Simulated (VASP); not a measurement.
A run of VASP 6.6.1:

Contents of POSCAR:

```
H4BrN
1.0
    4.0000000000      0.0000000000      0.0000000000
    0.0000000000      4.0000000000      0.0000000000
    0.0000000000      0.0000000000      4.0000000000
H Br N
4 1 1
Direct
    0.1480000000      0.1480000000      0.1480000000
    0.1480000000      0.8520000000      0.8520000000
    0.8520000000      0.1480000000      0.8520000000
    0.8520000000      0.8520000000      0.1480000000
    0.5000000000      0.5000000000      0.5000000000
    0.0000000000      0.0000000000      0.0000000000
```

INCAR.step1

```
SYSTEM = H4BrN
PREC = Accurate ; ENCUT = 660
ISMEAR = 0 ; SIGMA = 0.01
LREAL = .FALSE. ; LASPH = .TRUE.
NELM = 120 ; NBANDS = 17
GGA = PE ; ALGO = Normal
EDIFF = 1E-5 ; LWAVE = .TRUE.
LCHARG = .FALSE. ; GGA_COMPAT = .FALSE.
```

INCAR.step2

```
SYSTEM = H4BrN
PREC = Accurate ; ENCUT = 660
EDIFF = 1E-6 ; ISMEAR = 0
SIGMA = 0.01 ; LREAL = .FALSE.
LASPH = .TRUE. ; NELM = 120
ALGO = Normal ; ISIF = 2
LWAVE = .FALSE. ; LCHARG = .FALSE.
METAGGA = R2SCAN ; LMIXTAU = .TRUE.
NBANDS = 17 ; ISTART = 1
GGA_COMPAT = .FALSE.
```

The input KPOINTS:

```
regular mesh
0
G
  4 4 4
  0 0 0
```

Potentials or basis: VASP PAW PBE potentials, release 64 (H, Br, N).

Run with:

```sh
$ cat potpaw_PBE.64/H/POTCAR potpaw_PBE.64/Br/POTCAR potpaw_PBE.64/N/POTCAR > POTCAR
$ cp INCAR.step1 INCAR
$ mpirun -np 1 vasp_std > vasp.out
$ cp INCAR.step2 INCAR
$ mpirun -np 1 vasp_std > vasp.out
```

Hardware: 1 thread of Intel Xeon 8259CL, with other jobs on the host.

How long does it take, and how much memory?

Wall time 86 s on 1 thread of Intel Xeon 8259CL (shared host), peak memory 0.22 GiB. Counts: k points 10.
